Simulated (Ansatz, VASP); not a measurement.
## One calculation of WSe2, two programs

The input INCAR:

```
SYSTEM = WSe2
ALGO = Normal
EDIFF = 1E-7
ENCUT = 520
GGA = PS
ISIF = 2
ISMEAR = -1
LASPH = .True.
LCHARG = .True.
LELF = .True.
LREAL = .False.
LVHAR = .True.
LWAVE = .False.
NBANDS = 35
NELM = 80
PREC = Accurate
SIGMA = 0.08
```

File KPOINTS:

```
k-points
0
Gamma
  11 11 3
  0 0 0
```

File POSCAR:

```
WSe2
1.0
    3.2899984505      0.0000000000      0.0000000000
   -1.6449992252      2.8492222365      0.0000000000
    0.0000000000      0.0000000000     13.0997000000
W Se
2 4
Direct
    0.3333333333      0.6666666667      0.2500000000
    0.6666666667      0.3333333333      0.7500000000
    0.3333333333      0.6666666667      0.6210000000
    0.6666666667      0.3333333333      0.1210000000
    0.3333333333      0.6666666667      0.8790000000
    0.6666666667      0.3333333333      0.3790000000
```

Input for Ansatz:

```yaml
crystal:
  lattice:
    - [3.2899984505, 0.0, 0.0]
    - [-1.6449992252, 2.8492222365, 0.0]
    - [0.0, 0.0, 13.0997]
  atoms:
    - { symbol: W, position: [0.3333333333, 0.6666666667, 0.25] }
    - { symbol: W, position: [0.6666666667, 0.3333333333, 0.75] }
    - { symbol: Se, position: [0.3333333333, 0.6666666667, 0.621] }
    - { symbol: Se, position: [0.6666666667, 0.3333333333, 0.121] }
    - { symbol: Se, position: [0.3333333333, 0.6666666667, 0.879] }
    - { symbol: Se, position: [0.6666666667, 0.3333333333, 0.379] }
kpoints:
  mp_grid: { grid: [11, 11, 3] }
  band_path:
    path:
      - [0.0, 0.0, 0.0]
      - [0.5, 0.0, 0.0]
      - [0.3333333333, 0.3333333333, 0.0]
      - [0.0, 0.0, 0.0]
      - [0.0, 0.0, 0.5]
      - [0.5, 0.0, 0.5]
      - [0.3333333333, 0.3333333333, 0.5]
      - [0.0, 0.0, 0.5]
      - [0.5, 0.0, 0.5]
    npoints: 5
scf:
  occupations: { method: fermi_dirac, width: 0.08 }
hamiltonian:
  xc: pbesol
  pseudopotentials: { kind: all_electron, lapw: { basis_error: 0.0005 } }
output:
  forces: true
  stress: true
  eigenvalues: true
```

Change from the starting cell: zz strain of +1 %.

Alike in both runs: task single point; functional PBEsol; k mesh 11 × 11 × 3; occupations fermi-dirac, width 0.08 eV; no spin polarisation.

|  | VASP | Ansatz |
| --- | --- | --- |
| version | VASP 6.6.1 | Ansatz 0.2.0 |
| potentials or method | VASP PAW PBE potentials, release 64 (W_sv, Se), cutoff 520 eV | all-electron LAPW, scalar-relativistic |

Ansatz gave:

```
pressure (GPa)                                                : -2.7
traceless stress, the component that is largest in VASP (GPa) : -0.45
rms of the force components (eV/Å)                            : 0.188
```

Question: Which values does VASP return?

Answer: Pressure (GPa): -2.4; traceless stress, the component that is largest in VASP (GPa): -0.35; rms of the force components (eV/Å): 0.163.

VASP's potentials were made for PBE, not for PBEsol. Atom by atom the forces differ by 0.024 eV/Å (rms over components). Ansatz ran all-electron here, and VASP with PAW potentials.

Neither program's run includes spin-orbit coupling.
